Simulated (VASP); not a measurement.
Wanted: the native input for a VASP 6.6.1 run.

```
Task                   : single point
Functional             : r2SCAN
Potentials or basis    : VASP PAW PBE potentials, release 64 (Ir_sv_GW)
Cutoff                 : 620 eV
k mesh                 : 8 × 8 × 8
Occupations            : gaussian, width 0.1 eV
Spin                   : no spin polarisation
Dipole correction      : no
Further INCAR settings : ALGO = Normal; EDIFF = 1e-06; NBANDS = 14
```

Crystal: Ir.

```xyz
1
Lattice="2.5476 0.0000 0.0000 0.0000 2.5476 0.0000 0.0000 0.0000 2.5476" Properties=species:S:1:pos:R:3 pbc="T T T"
Ir    0.0000    0.0000    0.0000
```

This isn't the form of Ir at room conditions, which is fcc.

These files were run (other wordings do the same):

POSCAR

```
Ir
1.0
    2.5476378859      0.0000000000      0.0000000000
    0.0000000000      2.5476378859      0.0000000000
    0.0000000000      0.0000000000      2.5476378859
Ir
1
Direct
    0.0000000000      0.0000000000      0.0000000000
```

INCAR.step1

```
SYSTEM = Ir
ALGO     = Normal         ! electronic algorithm
EDIFF    = 1E-5           ! SCF threshold, eV
ENCUT    = 620            ! plane-wave cutoff, eV
GGA      = PE             ! functional
GGA_COMPAT= .FALSE.      
ISMEAR   = 0              ! smearing method
LASPH    = .TRUE.         ! aspherical terms in the spheres
LCHARG   = .FALSE.        ! write CHGCAR
LREAL    = .FALSE.        ! projectors in reciprocal space
LWAVE    = .TRUE.         ! write WAVECAR
NBANDS   = 14             ! bands
NELM     = 120            ! most SCF steps
PREC     = Accurate       ! precision mode
SIGMA    = 0.1            ! smearing width, eV
```

INCAR.step2

```
SYSTEM = Ir
ALGO     = Normal         ! electronic algorithm
EDIFF    = 1E-6           ! SCF threshold, eV
ENCUT    = 620            ! plane-wave cutoff, eV
GGA_COMPAT= .FALSE.      
ISIF     = 2              ! what is computed and relaxed
ISMEAR   = 0              ! smearing method
ISTART   = 1            
LASPH    = .TRUE.         ! aspherical terms in the spheres
LCHARG   = .FALSE.        ! write CHGCAR
LMIXTAU  = .TRUE.       
LREAL    = .FALSE.        ! projectors in reciprocal space
LWAVE    = .FALSE.        ! write WAVECAR
METAGGA  = R2SCAN         ! meta-GGA
NBANDS   = 14             ! bands
NELM     = 120            ! most SCF steps
PREC     = Accurate       ! precision mode
SIGMA    = 0.1            ! smearing width, eV
```

KPOINTS

```
k-points
0
G
  8 8 8
  0 0 0
```

Potentials or basis: VASP PAW PBE potentials, release 64 (Ir_sv_GW).

Command:

```sh
$ cat potpaw_PBE.64/Ir_sv_GW/POTCAR > POTCAR
$ cp INCAR.step1 INCAR
$ mpirun -np 1 vasp_std > vasp.out
$ cp INCAR.step2 INCAR
$ mpirun -np 1 vasp_std > vasp.out
```

It gave:

```yaml
Pressure: -0.5 GPa
Band_gap_on_the_k_mesh: zero (an odd number of electrons rules out a gap without spin polarisation)
```

Caveat: the PAW data sets were made with another functional, which shifts forces and pressure a little; spin-orbit coupling is left out, which moves the levels of the heavy elements.

Run time: 16 s on 1 thread of Intel(R) Xeon(R) 6975P-C (Granite Rapids), with other jobs on the host, peak memory 0.15 GiB.
